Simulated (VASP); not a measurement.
A run of VASP 6.6.1 is set up as follows.

INCAR

```
SYSTEM = CuI
ALGO = Normal
EDIFF = 1E-6
ENCUT = 520
GGA = PE
ISIF = 2
ISMEAR = -1
LASPH = .TRUE.
LCHARG = .FALSE.
LREAL = .FALSE.
LWAVE = .FALSE.
NBANDS = 26
NELM = 100
PREC = Accurate
SIGMA = 0.02
```

The input KPOINTS:

```
k-points
0
G
  5 5 6
  0 0 0
```

Contents of POSCAR:

```
CuI
1.0
    3.6958359141     -3.6739755063      0.0000000000
    3.6958359141      3.6739755063      0.0000000000
    0.0000000000      0.0000000000      4.3069976700
Cu I
2 2
Direct
    0.4204388300      0.5795611700      0.7500000000
    0.5795611700      0.4204388300      0.2500000000
    0.7700426800      0.2299573200      0.7500000000
    0.2299573200      0.7700426800      0.2500000000
```

Potentials or basis: VASP PAW PBE potentials, release 64 (Cu, I).

Command:

```console
$ cat potpaw_PBE.64/Cu/POTCAR potpaw_PBE.64/I/POTCAR > POTCAR
$ mpirun -np 1 vasp_std > vasp.out
```

**Question.** What does it give for the band gap on the k mesh?

**Answer.** 1.08 eV, direct.

**Question.** What does it give for the largest force?

**Answer.** 0.322 eV/Å.

**Question.** Estimate the pressure.

**Answer.** 2.1 GPa.

Forces on the atoms (eV/Å):
```
Cu   0.000  0.174  0.000
Cu   0.000 -0.174  0.000
I    0.000 -0.322  0.000
I    0.000  0.322  0.000
```

Caveat: the cell differs from its parent crystal (equal xx and yy strain of -1 %); spin-orbit coupling is left out, which moves the levels of the heavy elements. A k mesh can miss the band edges.
